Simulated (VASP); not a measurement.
MgSi4N: relaxation of cell and atoms with PBE

MgSi4N:

```
Mg Si N
1.0
     4.88650    0.00000    0.00000
     0.00000    4.88650    0.00000
     0.00000    0.00000    4.88650
Mg Si N
1 4 1
Direct
  0.00000 0.00000 0.00000
  0.71511 0.71511 0.71511
  0.28489 0.28489 0.71511
  0.28489 0.71511 0.28489
  0.71511 0.28489 0.28489
  0.50000 0.50000 0.50000
```

The cell was built from a structure type or drawn by symmetry, and may not be a known phase.

```
Program                : VASP 6.6.1
Task                   : relaxation of cell and atoms
Functional             : PBE
Potentials or basis    : VASP PAW PBE potentials, release 64 (Mg, Si, N)
Cutoff                 : 600 eV
k mesh                 : 8 × 8 × 8
Occupations            : gaussian, width 0.1 eV
Spin                   : no spin polarisation
Dipole correction      : no
Further INCAR settings : ALGO = Normal; EDIFF = 1e-07; IBRION = 2; EDIFFG = -0.01; NSW = 100; ISIF = 3
```

```yaml
Relaxed_volume: 19.58 Å³/atom
Relaxed_cell: a = 4.897 Å, b = 4.897 Å, c = 4.897 Å, α = 90.00°, β = 90.00°, γ = 90.00°
Space_group_after_relaxing_to_0.1_Å: P-43m (No. 215)
Energy_gained_by_relaxing: 0.2 meV/atom
Ionic_steps: 5
Pressure_after_relaxing: 0.0 GPa
Band_gap_on_the_k_mesh: zero (an odd number of electrons rules out a gap without spin polarisation)
```

The path:
| step | energy change (eV) | largest force (eV/Å) | pressure (GPa) | volume (Å³) |
| --- | --- | --- | --- | --- |
| 1 | 0.0000 | 0.0252 | 0.35 | 116.68 |
| 2 | -0.0009 | 0.0299 | -0.01 | 117.39 |
| 3 | -0.0009 | 0.0303 | -0.04 | 117.44 |
| 4 | -0.0009 | 0.0164 | 0.02 | 117.46 |
| 5 | -0.0009 | 0.0001 | 0.00 | 117.45 |

Final structure:
```cif
data_structure
_symmetry_space_group_name_H-M 'P 1'
_symmetry_Int_Tables_number 1
_cell_length_a 4.8972
_cell_length_b 4.8972
_cell_length_c 4.8972
_cell_angle_alpha 90.000
_cell_angle_beta 90.000
_cell_angle_gamma 90.000
_cell_volume 117.45
loop_
_atom_site_label
_atom_site_type_symbol
_atom_site_fract_x
_atom_site_fract_y
_atom_site_fract_z
_atom_site_occupancy
Mg1 Mg 0.00000 0.00000 0.00000 1
Si1 Si 0.71483 0.71483 0.71483 1
Si2 Si 0.28517 0.28517 0.71483 1
Si3 Si 0.28517 0.71483 0.28517 1
Si4 Si 0.71483 0.28517 0.28517 1
N1 N 0.50000 0.50000 0.50000 1
```

Levels at points of the mesh, in eV from the Fermi level:
| k point | band 7 | band 8 | band 9 | band 10 | band 11 | band 12 | band 13 | band 14 | band 15 |
| --- | --- | --- | --- | --- | --- | --- | --- | --- | --- |
| (0.00, 0.00, 0.00) | -4.04 | -4.04 | -3.55 | -3.55 | -0.49 | 1.16 | 1.16 | 1.16 | 2.48 |
| (0.50, 0.00, 0.00) | -4.28 | -4.28 | -2.72 | -1.34 | -0.47 | -0.09 | 0.34 | 0.34 | 1.62 |
| (0.50, 0.50, 0.00) | -4.94 | -4.94 | -1.72 | -1.72 | -1.64 | -0.25 | 0.56 | 0.56 | 1.60 |
| (0.50, 0.50, 0.50) | -5.56 | -5.56 | -2.34 | -2.34 | -2.34 | -0.64 | 2.02 | 2.02 | 3.40 |

It took 5.2 min on 1 thread of Intel Xeon 8259CL, with other jobs on the host, peak memory 0.3 GiB.
